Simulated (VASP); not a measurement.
Input of a VASP 6.6.1 run:

File INCAR:

```
PREC     = Accurate       # precision mode
ENCUT    = 520            # plane-wave cutoff, eV
EDIFF    = 1E-7           # SCF threshold, eV
ISMEAR   = 0              # smearing method
SIGMA    = 0.15           # smearing width, eV
LREAL    = False          # projectors in reciprocal space
LASPH    = True           # aspherical terms in the spheres
NELM     = 100            # most SCF steps
ALGO     = Fast           # electronic algorithm
ISIF     = 2              # what is computed and relaxed
LWAVE    = False          # write WAVECAR
LCHARG   = True           # write CHGCAR
GGA      = PS             # functional
LELF     = True           # ELF
LVHAR    = True         
NBANDS   = 16             # bands
```

The input KPOINTS:

```
Automatic mesh
0
Gamma
  10 10 14
```

POSCAR

```
Al2Cu
1.0
    4.1795741489      0.0000000000      0.0000000000
    0.0000000000      4.1795741489      0.0000000000
    0.0000000000      0.0000000000      2.7129911133
Al Cu
2 1
Direct
    0.5074638706      0.0000000000      0.5000000000
   -0.1089562558      0.5000000000      0.5000000000
    0.0430935180      0.0000000000      0.0000000000
```

Potentials or basis: VASP PAW PBE potentials, release 64 (Al, Cu).

Run with:

```bash
$ cat potpaw_PBE.64/Al/POTCAR potpaw_PBE.64/Cu/POTCAR > POTCAR
$ mpirun -np 1 vasp_std > vasp.out
```

Question: Predict the pressure.

Answer: 3.4 GPa.

Question: Predict the largest force.

Answer: 1.040 eV/Å.

Forces on the atoms (eV/Å):
```
Al   0.082  0.000  0.000
Al   0.958  0.000  0.000
Cu  -1.040  0.000  0.000
```

Caveat: the cell differs from its parent crystal (mode 4 frozen in at -0.445 Å, strain +e along z and -e/2 along x and y -0.0467); the PAW data sets were made with another functional, which shifts forces and pressure a little.
